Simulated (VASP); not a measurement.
# NbC (Niobocarbide): single point with r2SCAN

NbC (Niobocarbide):

```xyz
2
Lattice="0.0000 2.2346 2.2346 2.2346 0.0000 2.2346 2.2346 2.2346 0.0000" Properties=species:S:1:pos:R:3 pbc="T T T"
Nb    0.0000    0.0000    0.0000
C     2.2346    2.2346    2.2346
```

```json
{"Program": "VASP 6.6.1", "Task": "single point", "Functional": "r2SCAN", "Potentials or basis": "VASP PAW PBE potentials, release 64 (Nb_sv, C)", "Cutoff": "660 eV", "k mesh": "11 × 11 × 11", "Occupations": "fermi-dirac, width 0.1 eV", "Spin": "no spin polarisation", "Dipole correction": "no", "Further INCAR settings": "ALGO = Normal; EDIFF = 1e-06; NBANDS = 16"}
```

The pressure is 2.5 GPa.

Levels at points of the mesh, in eV from the Fermi level:
```tsv
k point	band 7	band 8	band 9	band 10	band 11	band 12
(0.00, 0.00, 0.00)	-1.40	-1.40	-0.43	-0.43	-0.43	0.24
```

It took 3 min on 1 thread of Intel Xeon 8259CL (shared host), peak memory 0.18 GiB.

Caveat: the PAW data sets were made with another functional, which shifts forces and pressure a little.
